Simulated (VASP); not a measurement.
Set up this calculation in VASP 6.6.1, as the native input.

```
Task                   : single point
Functional             : LDA
Potentials or basis    : VASP PAW LDA potentials, release 64 (C)
Cutoff                 : 520 eV
k mesh                 : 22 × 22 × 4
Occupations            : gaussian, width 0.15 eV
Spin                   : no spin polarisation
Dipole correction      : no
Further INCAR settings : ALGO = Normal; EDIFF = 1e-06; NBANDS = 26
```

The structure of C lies in POSCAR:

```
C
1.0
   -1.2227748566      2.1167364796      0.0000000000
   -1.2227748566     -2.1167364796      0.0000000000
    0.0000000000      0.7057199423     13.4706447952
C
8
Direct
    0.8958607410      0.1041392590      0.1250000000
    0.8125107410      0.1874892590      0.6250000000
    0.2708357410      0.7291642590      0.8750000000
    0.3541857410      0.6458142590      0.3750000000
   -0.0625607410      1.0625607410      0.8750000000
    0.0207892590      0.9792107410      0.3750000000
    0.5624642590      0.4375357410      0.1250000000
    0.4791142590      0.5208857410      0.6250000000
```

The input as run:

INCAR

```
ALGO = Normal
EDIFF = 1E-6
ENCUT = 520
ISIF = 2
ISMEAR = 0
LASPH = True
LCHARG = False
LREAL = False
LWAVE = False
NBANDS = 26
NELM = 60
PREC = Accurate
SIGMA = 0.15
```

KPOINTS

```
k-points
0
Gamma
  22 22 4
```

Potentials or basis: VASP PAW LDA potentials, release 64 (C).

Command:

```bash
$ cat potpaw_LDA.64/C/POTCAR > POTCAR
$ mpirun -np 1 vasp_std > vasp.out
```

It gave:

```yaml
Pressure: 0.8 GPa
Largest_force: 0.015 eV/Å
```

It took 6.5 min on 1 thread of AMD EPYC 9R14 (Zen 4), on a shared host, peak memory 0.59 GiB.
